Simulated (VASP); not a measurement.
# BeS (F-43m) in VASP: further runs

The runs below take BeS through single point, with PBE.

All numbers are computed with VASP 6.6.1; they aren't measurements. Logs are shortened: lines on timing, memory, paths and dates and some standing lists are left out, and cuts for length are marked.

## 1. The cell of the first run

It takes space group F-43m (No. 216, cubic). Conventional cell: a = 4.751 Å, b = 4.751 Å, c = 4.751 Å, α = 90.00°, β = 90.00°, γ = 90.00°. Be (site symmetry -43m) has 4 S at 2.06 Å within 2.7 Å. Within 2.7 Å of S (site symmetry -43m) lie 4 Be at 2.06 Å.

## 2. Single point, PBE

File INCAR:

```
SYSTEM = BeS
ALGO = Normal ; EDIFF = 1E-6
ENCUT = 520 ; GGA = PE
ISIF = 2 ; ISMEAR = 0
LASPH = .TRUE. ; LCHARG = .FALSE.
LREAL = .FALSE. ; LWAVE = .FALSE.
NBANDS = 11 ; NELM = 80
PREC = Accurate ; SIGMA = 0.05
```

File KPOINTS:

```
k-points
0
G
  10 10 10
  0 0 0
```

File POSCAR:

```
BeS
1.0
    0.0000000000      2.3754963136      2.3754963136
    2.3754963136      0.0000000000      2.3754963136
    2.3754963136      2.3754963136      0.0000000000
Be S
1 1
Direct
    0.0000000000      0.0000000000      0.0000000000
    0.2500000000      0.2500000000      0.2500000000
```

Potentials or basis: VASP PAW PBE potentials, release 64 (Be, S).

Command:

```
$ cat potpaw_PBE.64/Be/POTCAR potpaw_PBE.64/S/POTCAR > POTCAR
$ mpirun -np 1 vasp_std > vasp.out
```

OUTCAR:

```text
SYSTEM = BeS
   EDIFF = 1E-6
   ENCUT = 520
   GGA = PE
   ISIF = 2
   ISMEAR = 0
   LASPH = .TRUE.
   LREAL = .FALSE.
   NELM = 80
   PREC = Accurate

 ion  position               nearest neighbor table
   1  0.000  0.000  0.000-   2 2.06   2 2.06   2 2.06   2 2.06
   2  0.250  0.250  0.250-   1 2.06   1 2.06   1 2.06   1 2.06

  LATTYP: Found a face centered cubic cell.
 ALAT       =     4.7509926272

  Lattice vectors:

 A1 = (   0.0000000000,   2.3754963136,   2.3754963136)
 A2 = (   2.3754963136,   0.0000000000,   2.3754963136)
 A3 = (   2.3754963136,   2.3754963136,   0.0000000000)

Analysis of symmetry for initial positions (statically):
=====================================================================
 Subroutine PRICEL returns:
 Original cell was already a primitive cell.

 Routine SETGRP: Setting up the symmetry group for a
 face centered cubic supercell.

 Subroutine GETGRP returns: Found 24 space group operations
 (whereof 24 operations were pure point group operations)
 out of a pool of 48 trial point group operations.

The static configuration has the point symmetry T_d .

Analysis of symmetry for dynamics (positions and initial velocities):
=====================================================================
 Subroutine PRICEL returns:
 Original cell was already a primitive cell.

 Routine SETGRP: Setting up the symmetry group for a
 face centered cubic supercell.

 Subroutine GETGRP returns: Found 24 space group operations
 (whereof 24 operations were pure point group operations)
 out of a pool of 48 trial point group operations.

The dynamic configuration has the point symmetry T_d .

 Subroutine INISYM returns: Found 24 space group operations
 (whereof 24 operations are pure point group operations),
 and found     1 'primitive' translations

----------------------------------------------------------------------------------------

                                     Primitive cell

  volume of cell :      26.8098

  direct lattice vectors                    reciprocal lattice vectors
     0.000000000  2.375496314  2.375496314    -0.210482330  0.210482330  0.210482330
     2.375496314  0.000000000  2.375496314     0.210482330 -0.210482330  0.210482330
     2.375496314  2.375496314  0.000000000     0.210482330  0.210482330 -0.210482330

  length of vectors
     3.359459104  3.359459104  3.359459104     0.364566090  0.364566090  0.364566090

  position of ions in fractional coordinates (direct lattice)
     0.000000000  0.000000000  0.000000000
     0.250000000  0.250000000  0.250000000

  ion indices of the primitive-cell ions
   primitive index   ion index
                 1           1
                 2           2

----------------------------------------------------------------------------------------

 KPOINTS: k-points

Automatic generation of k-mesh.
 Grid dimensions read from file:
 generate k-points for:   10   10   10

 Generating k-lattice:

  Cartesian coordinates                     Fractional coordinates (reciprocal lattice)
    -0.021048233  0.021048233  0.021048233     0.100000000  0.000000000  0.000000000
     0.021048233 -0.021048233  0.021048233     0.000000000  0.100000000  0.000000000
     0.021048233  0.021048233 -0.021048233     0.000000000  0.000000000  0.100000000

  Length of vectors
     0.036456609  0.036456609  0.036456609

  Shift w.r.t. Gamma in fractional coordinates (k-lattice)
     0.000000000  0.000000000  0.000000000

 Subroutine IBZKPT returns following result:
 ===========================================

 Found     47 irreducible k-points:

 Following reciprocal coordinates:
            Coordinates               Weight
  0.000000  0.000000  0.000000      1.000000
  0.100000  0.000000  0.000000      8.000000
  0.200000  0.000000  0.000000      8.000000
  0.300000  0.000000  0.000000      8.000000
  0.400000  0.000000  0.000000      8.000000
  0.500000  0.000000  0.000000      4.000000
[... 16 lines left out ...]
  0.300000  0.300000  0.000000      6.000000
  0.400000  0.300000  0.000000     24.000000
 [... further k-points ...]
   k-points           NKPTS =     47   k-points in BZ     NKDIM =     47   number of bands    NBANDS=     11
   number of dos      NEDOS =    301   number of ions     NIONS =      2
   total plane-waves  NPLWV =  21952
   dimension x,y,z NGX =    28 NGY =   28 NGZ =   28
   dimension x,y,z NGXF=    56 NGYF=   56 NGZF=   56
   ions per type =               1   1
   NGX,Y,Z   is equivalent  to a cutoff of  13.86, 13.86, 13.86 a.u.
   NGXF,Y,Z  is equivalent  to a cutoff of  27.71, 27.71, 27.71 a.u.
 SYSTEM =  BeS
   PREC   = accura    normal or accurate (medium, high low for compatibility)
   ISTART =      0    job   : 0-new  1-cont  2-samecut
   ICHARG =      2    charge: 1-file 2-atom 10-const
   ISPIN  =      1    spin polarized calculation?
   LNONCOLLINEAR =      F non collinear calculations
   LSORBIT =      F    spin-orbit coupling
   LASPH  =      T    aspherical Exc in radial PAW
   ENCUT  =  520.0 eV  38.22 Ry    6.18 a.u.   6.25  6.25  6.25*2*pi/ulx,y,z
   NELM   =     80;   NELMIN=  2; NELMDL= -5     # of ELM steps
   EDIFF  = 0.1E-05   stopping-criterion for ELM
   LREAL  =      F    real-space projection
   EDIFFG = 0.1E-04   stopping-criterion for IOM
   NSW    =      0    number of steps for IOM
   IBRION =     -1    ionic relax: 0-MD 1-quasi-New 2-CG
   NFREE  =      0    steps in history (QN), initial steepest desc. (CG)
   ISIF   =      2    stress and relaxation
   ISYM   =      2    0-nonsym 1-usesym 2-fastsym
   POTIM  = 0.5000    time-step for ionic-motion
   TEBEG  =    0.0;   TEEND  =   0.0 temperature during run
   PSTRESS=    0.0 pullay stress
   NELECT =       8.0000    total number of electrons
   NUPDOWN=      -1.0000    fix difference up-down
   EMIN   =  10.00;   EMAX   =-10.00  energy-range for DOS
   EFERMI =   0.00;   METHOD = LEGACY
   ISMEAR =     0;   SIGMA  =   0.05  broadening in eV -4-tet -1-fermi 0-gaus
   EFERMI_NEDOS =   21; number of points for ismear=-14 and -15
   IALGO  =     38    algorithm
   IMIX   =      4    mixing-type and parameters
     AMIX     =   0.40;   BMIX     =  1.00
     AMIX_MAG =   1.60;   BMIX_MAG =  1.00
  volume/ion in A,a.u.               =      13.40        90.46
  Fermi-wavevector in a.u.,A,eV,Ry     =   1.093974  2.067312 16.283178  1.196780
  Thomas-Fermi vector in A             =   2.230270
   LORBIT       =      0    0 simple, 1 ext, 2 COOP (PROOUT), +10 PAW based schemes
   GGA     = PE    functional components
   LHFCALC =     F    Hartree Fock is set to
   AEXX    =    0.0000 exact exchange contribution
   IVDW    =     0    specifies the selected vdW correction
   LEPSILON=     F    determine dielectric tensor
   LRPA    =     F    only Hartree local field effects (RPA)
 non-spin polarized calculation
 Gauss-broadening in eV      SIGMA  =   0.05
  energy-cutoff  :      520.00
  volume of cell :       26.81
 maximum number of plane-waves:       740
 NGX is ok and might be reduce to    28
   NGX = 13   NGY = 13   NGZ = 13

 number of electron       8.0000001 magnetization

 Free energy of the ion-electron system (eV)
  ---------------------------------------------------
  ext. energy  EPLUGINS =         0.00000000
  ---------------------------------------------------
  free energy    TOTEN  =        -9.95932578 eV

  energy without entropy =       -9.95932578  energy(sigma->0) =       -9.95932578

 E-fermi :   5.1428     XC(G=0):  -9.9893

 val. band max:        4.8365201454   @ k =   0.0000   0.0000   0.0000
 cond. band min:       7.7992541928   @ k =   0.5000   0.5000   0.0000
 fundamental gap:      2.9627340473
 Fermi energy:         5.1428088291

 k-point     1 :       0.0000    0.0000    0.0000
  band No.  band energies     occupation
      1      -9.2891      2.00000
      2       4.8365      2.00000
      3       4.8365      2.00000
      4       4.8365      2.00000
      5      10.4716      0.00000
      6      10.4716      0.00000
      7      10.4716      0.00000
      8      11.2602      0.00000
      9      17.7689      0.00000
     10      17.7689      0.00000
     11      20.1915      0.00000

 k-point     2 :       0.1000    0.0000    0.0000
  band No.  band energies     occupation
      1      -9.1653      2.00000
      2       3.9614      2.00000
      3       4.6893      2.00000
      4       4.6893      2.00000
      5      10.5496      0.00000
      6      10.7323      0.00000
      7      10.7323      0.00000
      8      12.0729      0.00000
      9      17.2330      0.00000
     10      17.2330      0.00000
     11      19.9900      0.00000

 k-point     3 :       0.2000    0.0000    0.0000
  band No.  band energies     occupation
      1      -8.8102      2.00000
      2       2.2197      2.00000
      3       4.3585      2.00000
      4       4.3585      2.00000
      5      10.5751      0.00000
      6      11.2485      0.00000
      7      11.2485      0.00000
      8      13.7676      0.00000
      9      16.7184      0.00000
     10      16.7184      0.00000
     11      19.5624      0.00000

 k-point     4 :       0.3000    0.0000    0.0000
  band No.  band energies     occupation
      1      -8.2865      2.00000
      2       0.4778      2.00000
      3       4.0239      2.00000
      4       4.0239      2.00000
      5      10.5665      0.00000
      6      11.5039      0.00000
      7      11.5039      0.00000
      8      15.2911      0.00000
      9      17.2090      0.00000
     10      17.2090      0.00000
     11      19.4298      0.00000
[... 239 lines left out ...]
 k-point    22 :      -0.2000    0.2000    0.0000
  band No.  band energies     occupation
      1      -8.1096      2.00000
      2       0.8553      2.00000
      3       2.2952      2.00000
      4       4.0884      2.00000
      5      11.2105      0.00000
      6      11.9657      0.00000
      7      12.4319      0.00000
      8      13.9474      0.00000
      9      15.4819      0.00000
     10      19.7712      0.00000
     11      20.7809      0.00000

 k-point    23 :       0.3000    0.3000    0.0000
  band No.  band energies     occupation
      1      -7.9526      2.00000
      2       1.2397      2.00000
      3       2.6937      2.00000
      4       2.6937      2.00000
      5       8.8476      0.00000
      6      10.7910      0.00000
      7      14.7785      0.00000
      8      14.7785      0.00000
      9      17.7511      0.00000
     10      19.6807      0.00000
     11      22.9036      0.00000

 k-point    24 :       0.4000    0.3000    0.0000
  band No.  band energies     occupation
      1      -7.5336      2.00000
      2       0.4353      2.00000
      3       2.1777      2.00000
      4       2.4564      2.00000
      5       8.8207      0.00000
      6      10.6619      0.00000
      7      15.3305      0.00000
      8      15.3886      0.00000
      9      19.3191      0.00000
     10      20.4530      0.00000
     11      22.2557      0.00000

 [... further k-points ...]
[... 5 lines left out ...]
  --------------------------------------------------------------------------------------
  -------------------------------------------------------------------------------------
  Total        1.4055955      1.4055955      1.4055955     -0.0000000     -0.0000000     -0.0000000
  in kB       83.9997246     83.9997246     83.9997246     -0.0000000     -0.0000000     -0.0000000
  external PRESSURE =      83.9997246 kB  Pullay stress =       0.0000000 kB

 VOLUME and BASIS-vectors are now :
 -----------------------------------------------------------------------------
  energy-cutoff  :      520.00
  volume of cell :       26.81
      direct lattice vectors                 reciprocal lattice vectors
     0.000000000  2.375496314  2.375496314    -0.210482330  0.210482330  0.210482330
     2.375496314  0.000000000  2.375496314     0.210482330 -0.210482330  0.210482330
     2.375496314  2.375496314  0.000000000     0.210482330  0.210482330 -0.210482330

 POSITION                                       TOTAL-FORCE (eV/Angst)
 -----------------------------------------------------------------------------------
      0.00000      0.00000      0.00000         0.000000      0.000000      0.000000
      1.18775      1.18775      1.18775        -0.000000     -0.000000     -0.000000
 -----------------------------------------------------------------------------------
    total drift:                               -0.000000     -0.000000     -0.000000

  FREE ENERGIE OF THE ION-ELECTRON SYSTEM (eV)
  ---------------------------------------------------
  free  energy   TOTEN  =        -9.9593257799 eV

  energy  without entropy=       -9.9593257799  energy(sigma->0) =       -9.95932578
```

It took 12 s on 1 thread of Intel Xeon 6975P-C, shared host; peak memory 0.15 GiB.

What came out:

| Property | Result |
| --- | --- |
| Free energy | -9.9593 eV |
| Pressure | 8.4 GPa |
| Band gap on the k mesh | 2.96 eV, indirect (least direct gap 5.64 eV) |

A k mesh can miss the band edges.

## 3. Single point, PBE

This run uses another cell than the first one, of 14.26 Å³/atom, 1.064 times its volume.

File INCAR:

```
PREC     = Accurate       # precision mode
ENCUT    = 520            # plane-wave cutoff, eV
EDIFF    = 1E-6           # SCF threshold, eV
ISMEAR   = 0              # smearing method
SIGMA    = 0.05           # smearing width, eV
LREAL    = F              # projectors in reciprocal space
LASPH    = T              # aspherical terms in the spheres
NELM     = 100            # most SCF steps
ALGO     = Normal         # electronic algorithm
ISIF     = 2              # what is computed and relaxed
LWAVE    = F              # write WAVECAR
LCHARG   = F              # write CHGCAR
GGA      = PE             # functional
NBANDS   = 11             # bands
```

File KPOINTS:

```
Automatic mesh
0
Gamma
  10 10 10
```

File POSCAR:

```
BeS
1.0
    0.0000000000      2.4250000000      2.4250000000
    2.4250000000      0.0000000000      2.4250000000
    2.4250000000      2.4250000000      0.0000000000
Be S
1 1
Direct
    0.0000000000      0.0000000000      0.0000000000
    0.2500000000      0.2500000000      0.2500000000
```

Potentials or basis: VASP PAW PBE potentials, release 64 (Be, S).

Command:

```
$ cat potpaw_PBE.64/Be/POTCAR potpaw_PBE.64/S/POTCAR > POTCAR
$ mpirun -np 1 vasp_std > vasp.out
```

OUTCAR:

```text
PREC = Accurate
   ENCUT = 520
   EDIFF = 1E-6
   ISMEAR = 0
   LREAL = F
   LASPH = T
   NELM = 100
   ISIF = 2
   GGA = PE

 ion  position               nearest neighbor table
   1  0.000  0.000  0.000-   2 2.10   2 2.10   2 2.10   2 2.10
   2  0.250  0.250  0.250-   1 2.10   1 2.10   1 2.10   1 2.10

  LATTYP: Found a face centered cubic cell.
 ALAT       =     4.8500000000

  Lattice vectors:

 A1 = (   0.0000000000,   2.4250000000,   2.4250000000)
 A2 = (   2.4250000000,   0.0000000000,   2.4250000000)
 A3 = (   2.4250000000,   2.4250000000,   0.0000000000)
[... 512 lines left out ...]
      6      10.0304      0.00000
      7      14.3271      0.00000
      8      14.4481      0.00000
      9      17.9430      0.00000
     10      19.5384      0.00000
     11      21.0061      0.00000

 [... further k-points ...]
[... 5 lines left out ...]
  --------------------------------------------------------------------------------------
  -------------------------------------------------------------------------------------
  Total        0.2769166      0.2769166      0.2769166      0.0000000      0.0000000     -0.0000000
  in kB       15.5558724     15.5558724     15.5558724      0.0000000      0.0000000     -0.0000000
  external PRESSURE =      15.5558724 kB  Pullay stress =       0.0000000 kB

 VOLUME and BASIS-vectors are now :
 -----------------------------------------------------------------------------
  energy-cutoff  :      520.00
  volume of cell :       28.52
      direct lattice vectors                 reciprocal lattice vectors
     0.000000000  2.425000000  2.425000000    -0.206185567  0.206185567  0.206185567
     2.425000000  0.000000000  2.425000000     0.206185567 -0.206185567  0.206185567
     2.425000000  2.425000000  0.000000000     0.206185567  0.206185567 -0.206185567

 POSITION                                       TOTAL-FORCE (eV/Angst)
 -----------------------------------------------------------------------------------
      0.00000      0.00000      0.00000         0.000000      0.000000      0.000000
      1.21250      1.21250      1.21250        -0.000000     -0.000000     -0.000000
 -----------------------------------------------------------------------------------
    total drift:                                0.000000      0.000000      0.000000

  FREE ENERGIE OF THE ION-ELECTRON SYSTEM (eV)
  ---------------------------------------------------
  free  energy   TOTEN  =       -10.0111710860 eV

  energy  without entropy=      -10.0111710860  energy(sigma->0) =      -10.01117109
```

OSZICAR:

```text
N       E                     dE             d eps       ncg     rms          rms(c)
DAV:   1     0.219588203826E+02    0.21959E+02   -0.38028E+03  1034   0.621E+02
DAV:   2    -0.884940147172E+01   -0.30808E+02   -0.29277E+02  1329   0.119E+02
DAV:   3    -0.101768177792E+02   -0.13274E+01   -0.13241E+01  1332   0.243E+01
DAV:   4    -0.101860289452E+02   -0.92112E-02   -0.92090E-02  1244   0.230E+00
DAV:   5    -0.101861006964E+02   -0.71751E-04   -0.71750E-04  1350   0.205E-01    0.567E+00
DAV:   6    -0.100507572226E+02    0.13534E+00   -0.11651E-01  1198   0.164E+00    0.386E+00
DAV:   7    -0.100098338807E+02    0.40923E-01   -0.11858E-01  1273   0.181E+00    0.993E-01
DAV:   8    -0.100110336772E+02   -0.11998E-02   -0.65567E-03  1325   0.417E-01    0.146E-01
DAV:   9    -0.100111259142E+02   -0.92237E-04   -0.50215E-04  1278   0.142E-01    0.291E-02
DAV:  10    -0.100111652313E+02   -0.39317E-04   -0.70345E-05  1243   0.467E-02    0.988E-03
DAV:  11    -0.100111708274E+02   -0.55962E-05   -0.16712E-05  1289   0.215E-02    0.855E-03
DAV:  12    -0.100111710860E+02   -0.25855E-06   -0.38836E-07   968   0.448E-03
   1 F= -.10011171E+02 E0= -.10011171E+02  d E =-.885694E-13
```

stdout:

```text
POSCAR found type information on POSCAR BeS
 POSCAR found :  2 types and       2 ions
 scaLAPACK will be used
 LDA part: xc-table for (Slater+PW92), standard interpolation
 POSCAR, INCAR and KPOINTS ok, starting setup
 FFT: planning ... GRIDC
 FFT: planning ... GRID_SOFT
 FFT: planning ... GRID
 WAVECAR not read
 entering main loop
```

Run time: 10 s. Hardware: 1 thread of Intel Xeon 6975P-C, shared host; peak memory 0.15 GiB.

Results:

| Quantity | Value |
| --- | --- |
| Free energy | -10.0112 eV |
| Pressure | 1.6 GPa |
| Band gap on the k mesh | 3.11 eV, indirect (least direct gap 5.67 eV) |

Levels at points of the mesh, in eV from the valence-band top:
```csv
k point,band 1,band 2,band 3,band 4,band 5,band 6,band 7,band 8,band 9
"(0.00, 0.00, 0.00)",-13.69,0.00,0.00,0.00,5.67,5.67,5.67,5.89,12.81
"(0.50, 0.00, 0.00)",-12.08,-5.79,-1.03,-1.03,5.48,6.56,6.56,11.21,14.94
"(0.50, 0.50, 0.00)",-11.54,-5.02,-2.64,-2.64,3.11,4.92,12.78,12.78,15.56
```

A k mesh can miss the band edges. A hybrid or GW would open this gap; PBE tends to underestimate it.

(Continued in part 2 of 2.)
